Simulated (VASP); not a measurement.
# Cu (I4/mmm) in VASP: further runs

The runs below take Cu through single point, with PBEsol.

Everything below comes from runs of VASP 6.6.1. Logs are shortened: lines on timing, memory, paths and dates and some standing lists are left out, and cuts for length are marked.

## (1) The cell of the first run

Symmetry: I4/mmm, No. 139, tetragonal system. Conventional cell: a = 2.890 Å, b = 2.890 Å, c = 2.720 Å, α = 90.00°, β = 90.00°, γ = 90.00°. Cu (site symmetry 4/mmm) has 14 Cu at 2.45 to 2.89 Å within 3.2 Å.

## (2) Single point, PBEsol

The input, INCAR:

```
  PREC = Accurate
  ENCUT = 820
  EDIFF = 1E-6
  ISMEAR = 0
  SIGMA = 0.1
  LREAL = F
  LASPH = T
  NELM = 120
  ALGO = Normal
  ISIF = 2
  LWAVE = F
  LCHARG = T
  GGA = PS
  LELF = T
  LVHAR = T
  NBANDS = 16
  GGA_COMPAT = F
```

The input, KPOINTS:

```
Automatic mesh
0
Gamma
  20 20 20
```

The input, POSCAR:

```
Cu
1.0
   -1.4450917292      1.4450917292      1.3600072005
    1.4450917292     -1.4450917292      1.3600072005
    1.4450917292      1.4450917292     -1.3600072005
Cu
1
Direct
    0.0000000000      0.0000000000      0.0000000000
```

Potentials or basis: VASP PAW PBE potentials, release 64 (Cu_sv_GW).

Launch:

```
cat potpaw_PBE.64/Cu_sv_GW/POTCAR > POTCAR
mpirun -np 1 vasp_std > vasp.out
```

OUTCAR:

```text
PREC = Accurate
   ENCUT = 820
   EDIFF = 1E-6
   ISMEAR = 0
   LREAL = F
   LASPH = T
   NELM = 120
   ISIF = 2
   GGA = PS

 ion  position               nearest neighbor table
   1  0.000  0.000  0.000-

  LATTYP: Found a body centered tetragonal cell.
 ALAT       =     2.8901834584
 C/A-ratio  =     0.9411217108

  Lattice vectors:

 A1 = (  -1.4450917292,   1.4450917292,   1.3600072005)
 A2 = (   1.4450917292,  -1.4450917292,   1.3600072005)
 A3 = (   1.4450917292,   1.4450917292,  -1.3600072005)

Analysis of symmetry for initial positions (statically):
=====================================================================
 Subroutine PRICEL returns:
 Original cell was already a primitive cell.

 Routine SETGRP: Setting up the symmetry group for a
 body centered tetragonal supercell.

 Subroutine GETGRP returns: Found 16 space group operations
 (whereof 16 operations were pure point group operations)
 out of a pool of 16 trial point group operations.

The static configuration has the point symmetry D_4h.

Analysis of symmetry for dynamics (positions and initial velocities):
=====================================================================
 Subroutine PRICEL returns:
 Original cell was already a primitive cell.

 Routine SETGRP: Setting up the symmetry group for a
 body centered tetragonal supercell.

 Subroutine GETGRP returns: Found 16 space group operations
 (whereof 16 operations were pure point group operations)
 out of a pool of 16 trial point group operations.

The dynamic configuration has the point symmetry D_4h.

 Subroutine INISYM returns: Found 16 space group operations
 (whereof 16 operations are pure point group operations),
 and found     1 'primitive' translations

----------------------------------------------------------------------------------------

                                     Primitive cell

  volume of cell :      11.3604

  direct lattice vectors                    reciprocal lattice vectors
    -1.445091729  1.445091729  1.360007200     0.000000000  0.345998797  0.367645112
     1.445091729 -1.445091729  1.360007200     0.345998797  0.000000000  0.367645112
     1.445091729  1.445091729 -1.360007200     0.345998797  0.345998797  0.000000000

  length of vectors
     2.454831928  2.454831928  2.454831928     0.504854530  0.504854530  0.489316191

  position of ions in fractional coordinates (direct lattice)
     0.000000000  0.000000000  0.000000000

  ion indices of the primitive-cell ions
   primitive index   ion index
                 1           1

----------------------------------------------------------------------------------------

 KPOINTS: Automatic mesh

Automatic generation of k-mesh.
 Grid dimensions read from file:
 generate k-points for:   20   20   20

 Generating k-lattice:

  Cartesian coordinates                     Fractional coordinates (reciprocal lattice)
     0.000000000  0.017299940  0.018382256     0.050000000  0.000000000 -0.000000000
     0.017299940  0.000000000  0.018382256     0.000000000  0.050000000 -0.000000000
     0.017299940  0.017299940  0.000000000     0.000000000  0.000000000  0.050000000

  Length of vectors
     0.025242726  0.025242726  0.024465810

  Shift w.r.t. Gamma in fractional coordinates (k-lattice)
     0.000000000  0.000000000  0.000000000

 Subroutine IBZKPT returns following result:
 ===========================================

 Found    641 irreducible k-points:

 Following reciprocal coordinates:
            Coordinates               Weight
  0.000000  0.000000  0.000000      1.000000
  0.050000  0.000000 -0.000000      8.000000
  0.100000  0.000000 -0.000000      8.000000
  0.150000  0.000000 -0.000000      8.000000
  0.200000  0.000000 -0.000000      8.000000
  0.250000  0.000000 -0.000000      8.000000
[... 16 lines left out ...]
 -0.400000  0.050000  0.000000     16.000000
 -0.350000  0.050000  0.000000     16.000000
 [... further k-points ...]
   k-points           NKPTS =    641   k-points in BZ     NKDIM =    641   number of bands    NBANDS=     16
   number of dos      NEDOS =    301   number of ions     NIONS =      1
   total plane-waves  NPLWV =  13824
   dimension x,y,z NGX =    24 NGY =   24 NGZ =   24
   dimension x,y,z NGXF=    48 NGYF=   48 NGZF=   48
   ions per type =               1
   NGX,Y,Z   is equivalent  to a cutoff of  16.25, 16.25, 16.25 a.u.
   NGXF,Y,Z  is equivalent  to a cutoff of  32.51, 32.51, 32.51 a.u.
 SYSTEM =  unknown system
   PREC   = accura    normal or accurate (medium, high low for compatibility)
   ISTART =      0    job   : 0-new  1-cont  2-samecut
   ICHARG =      2    charge: 1-file 2-atom 10-const
   ISPIN  =      1    spin polarized calculation?
   LNONCOLLINEAR =      F non collinear calculations
   LSORBIT =      F    spin-orbit coupling
   LASPH  =      T    aspherical Exc in radial PAW
   ENCUT  =  820.0 eV  60.27 Ry    7.76 a.u.   5.73  5.73  5.73*2*pi/ulx,y,z
   NELM   =    120;   NELMIN=  2; NELMDL= -5     # of ELM steps
   EDIFF  = 0.1E-05   stopping-criterion for ELM
   LREAL  =      F    real-space projection
   EDIFFG = 0.1E-04   stopping-criterion for IOM
   NSW    =      0    number of steps for IOM
   IBRION =     -1    ionic relax: 0-MD 1-quasi-New 2-CG
   NFREE  =      0    steps in history (QN), initial steepest desc. (CG)
   ISIF   =      2    stress and relaxation
   ISYM   =      2    0-nonsym 1-usesym 2-fastsym
   POTIM  = 0.5000    time-step for ionic-motion
   TEBEG  =    0.0;   TEEND  =   0.0 temperature during run
   PSTRESS=    0.0 pullay stress
   NELECT =      19.0000    total number of electrons
   NUPDOWN=      -1.0000    fix difference up-down
   EMIN   =  10.00;   EMAX   =-10.00  energy-range for DOS
   EFERMI =   0.00;   METHOD = LEGACY
   ISMEAR =     0;   SIGMA  =   0.10  broadening in eV -4-tet -1-fermi 0-gaus
   EFERMI_NEDOS =   21; number of points for ismear=-14 and -15
   IALGO  =     38    algorithm
   IMIX   =      4    mixing-type and parameters
     AMIX     =   0.40;   BMIX     =  1.00
     AMIX_MAG =   1.60;   BMIX_MAG =  1.00
  volume/ion in A,a.u.               =      11.36        76.66
  Fermi-wavevector in a.u.,A,eV,Ry     =   1.943250  3.672210 51.378603  3.776221
  Thomas-Fermi vector in A             =   2.972475
   LORBIT       =      0    0 simple, 1 ext, 2 COOP (PROOUT), +10 PAW based schemes
   GGA     = PS    functional components
   LHFCALC =     F    Hartree Fock is set to
   AEXX    =    0.0000 exact exchange contribution
   IVDW    =     0    specifies the selected vdW correction
   LEPSILON=     F    determine dielectric tensor
   LRPA    =     F    only Hartree local field effects (RPA)
 non-spin polarized calculation
 Gauss-broadening in eV      SIGMA  =   0.10
  energy-cutoff  :      820.00
  volume of cell :       11.36
 maximum number of plane-waves:       619
   NGX = 11   NGY = 11   NGZ = 11

 number of electron      19.0000000 magnetization

 Free energy of the ion-electron system (eV)
  ---------------------------------------------------
  ext. energy  EPLUGINS =         0.00000000
  ---------------------------------------------------
  free energy    TOTEN  =        -4.34809731 eV

  energy without entropy =       -4.34597252  energy(sigma->0) =       -4.34703492

 E-fermi :   7.8930     XC(G=0): -13.8038

 val. band max:        7.8804460578   @ k =   0.3500   0.1000   0.0500
 cond. band min:       7.8965277576   @ k =   0.5000   0.3000   0.0500
 fundamental gap:      0.0160816998
 Fermi energy:         7.8929574102

 k-point     1 :       0.0000    0.0000    0.0000
  band No.  band energies     occupation
      1    -104.4740      2.00000
      2     -61.9287      2.00000
      3     -61.9230      2.00000
      4     -61.9230      2.00000
      5      -1.8531      2.00000
      6       4.5153      2.00000
[... 8 lines left out ...]
     15      36.9125      0.00000
     16      36.9126      0.00000

 k-point     2 :       0.0500    0.0000   -0.0000
  band No.  band energies     occupation
      1    -104.4735      2.00000
      2     -61.9306      2.00000
      3     -61.9242      2.00000
      4     -61.9242      2.00000
      5      -1.7516      2.00000
      6       4.5248      2.00000
[... 8 lines left out ...]
     15      35.8598      0.00000
     16      36.3140      0.00000

 k-point     3 :       0.1000    0.0000   -0.0000
  band No.  band energies     occupation
      1    -104.4720      2.00000
      2     -61.9388      2.00000
      3     -61.9277      2.00000
      4     -61.9252      2.00000
      5      -1.4498      2.00000
      6       4.5163      2.00000
[... 8 lines left out ...]
     15      34.9115      0.00000
     16      36.1417      0.00000

 k-point     4 :       0.1500    0.0000   -0.0000
  band No.  band energies     occupation
      1    -104.4698      2.00000
      2     -61.9529      2.00000
      3     -61.9329      2.00000
      4     -61.9256      2.00000
      5      -0.9575      2.00000
      6       4.4498      2.00000
[... 8 lines left out ...]
     15      34.0933      0.00000
     16      36.5611      0.00000
[... 324 lines left out ...]
 k-point    22 :      -0.4500    0.0500    0.0000
  band No.  band energies     occupation
      1    -104.4554      2.00000
      2     -62.0476      2.00000
      3     -61.9695      2.00000
      4     -61.9286      2.00000
      5       2.5671      2.00000
      6       3.8669      2.00000
[... 8 lines left out ...]
     15      33.0350      0.00000
     16      42.3455      0.00000

 k-point    23 :      -0.4000    0.0500    0.0000
  band No.  band energies     occupation
      1    -104.4572      2.00000
      2     -62.0359      2.00000
      3     -61.9649      2.00000
      4     -61.9282      2.00000
      5       2.3002      2.00000
      6       3.9404      2.00000
[... 8 lines left out ...]
     15      33.2049      0.00000
     16      42.1736      0.00000

 k-point    24 :      -0.3500    0.0500    0.0000
  band No.  band energies     occupation
      1    -104.4596      2.00000
      2     -62.0199      2.00000
      3     -61.9586      2.00000
      4     -61.9279      2.00000
      5       1.7376      2.00000
      6       4.0412      2.00000
[... 8 lines left out ...]
     15      33.4732      0.00000
     16      40.5674      0.00000

 [... further k-points ...]

------------------------ aborting loop because EDIFF is reached ----------------------------------------

  FORCE on cell =-STRESS in cart. coord.  units (eV):
  Direction    XX          YY          ZZ          XY          YZ          ZX
  --------------------------------------------------------------------------------------
  -------------------------------------------------------------------------------------
  Total       -0.0569922     -0.0569922     -0.0589203      0.0000000      0.0000000      0.0000000
  in kB       -8.0377439     -8.0377439     -8.3096635      0.0000000      0.0000000      0.0000000
  external PRESSURE =      -8.1283838 kB  Pullay stress =       0.0000000 kB

 VOLUME and BASIS-vectors are now :
 -----------------------------------------------------------------------------
  energy-cutoff  :      820.00
  volume of cell :       11.36
      direct lattice vectors                 reciprocal lattice vectors
    -1.445091729  1.445091729  1.360007200     0.000000000  0.345998797  0.367645112
     1.445091729 -1.445091729  1.360007200     0.345998797  0.000000000  0.367645112
     1.445091729  1.445091729 -1.360007200     0.345998797  0.345998797  0.000000000

 POSITION                                       TOTAL-FORCE (eV/Angst)
 -----------------------------------------------------------------------------------
      0.00000      0.00000      0.00000        -0.000000      0.000000      0.000000
 -----------------------------------------------------------------------------------
    total drift:                               -0.000000      0.000000      0.000000

  FREE ENERGIE OF THE ION-ELECTRON SYSTEM (eV)
  ---------------------------------------------------
  free  energy   TOTEN  =        -4.3480973112 eV

  energy  without entropy=       -4.3459725212  energy(sigma->0) =       -4.34703492
```

It took 79 s on 1 thread of Intel Xeon Platinum 8488C (Sapphire Rapids), shared host; peak memory 0.38 GiB.

What came out:

* Free energy: -4.3481 eV
* Pressure: -0.8 GPa
* Band gap on the k mesh: zero (an odd number of electrons rules out a gap without spin polarisation)

Caveat: the PAW data sets were made with another functional, which shifts forces and pressure a little.

## (3) Single point, PBEsol

This run uses another cell than the first one: it holds 2 atoms, not 1.

The input, INCAR:

```
SYSTEM = Cu
PREC = Accurate ; ENCUT = 520
EDIFF = 1E-6 ; ISMEAR = 0
SIGMA = 0.15 ; LREAL = .False.
LASPH = .True. ; NELM = 80
ALGO = Fast ; ISIF = 2
LWAVE = .False. ; LCHARG = .False.
GGA = PS ; NBANDS = 18
```

The input, KPOINTS:

```
regular mesh
0
Gamma
  26 26 14
  0 0 0
```

The input, POSCAR:

```
Cu
1.0
   -1.4450917219      1.4450917219      1.3600072129
    1.4450917219     -1.4450917219      1.3600072129
    2.8901834438      2.8901834438      0.0000000000
Cu
2
Direct
    0.0000000000      0.0000000000      0.0000000000
    0.5000000000      0.5000000000      0.5000000000
```

Potentials or basis: VASP PAW PBE potentials, release 64 (Cu).

Launch:

```
cat potpaw_PBE.64/Cu/POTCAR > POTCAR
mpirun -np 1 vasp_std > vasp.out
```

It took 4.7 min on 1 thread of Oxide Virtual Turin-like, shared host; peak memory 0.51 GiB.

Results (log left out):

```yaml
Free_energy: -8.5446 eV
Pressure: 1.2 GPa
Band_gap_on_the_k_mesh: zero (bands 11 and 12 overlap by 6.66 eV)
```

Stress tensor (GPa, compression positive):
```
1.15 0.07 0.00
0.07 1.15 0.00
0.00 0.00 1.19
```

Levels at points of the mesh, in eV from the Fermi level:
| k point | band 7 | band 8 | band 9 | band 10 | band 11 | band 12 | band 13 | band 14 | band 15 | band 16 |
| --- | --- | --- | --- | --- | --- | --- | --- | --- | --- | --- |
| (0.00, 0.00, 0.00) | -2.38 | -2.30 | -2.10 | -2.02 | -1.40 | -1.02 | 4.12 | 18.91 | 19.27 | 22.85 |
| (0.50, 0.00, 0.00) | -2.29 | -2.29 | -1.80 | -1.80 | 0.48 | 0.48 | 9.05 | 9.05 | 9.42 | 9.42 |
| (0.50, 0.50, 0.00) | -1.57 | -1.57 | -1.50 | -1.40 | -1.02 | 4.12 | 7.57 | 7.57 | 9.96 | 13.29 |
| (0.00, 0.00, 0.50) | -2.48 | -2.48 | -2.32 | -2.32 | -2.07 | -2.07 | 13.06 | 13.06 | 21.53 | 21.53 |
| (0.50, 0.00, 0.50) | -1.91 | -1.91 | -1.37 | -1.37 | -0.54 | -0.54 | 4.79 | 4.79 | 17.30 | 17.30 |
| (0.50, 0.50, 0.50) | -2.54 | -2.54 | -1.48 | -1.48 | 2.94 | 2.94 | 4.89 | 4.89 | 13.25 | 13.25 |

Caveat: the PAW data sets were made with another functional, which shifts forces and pressure a little.
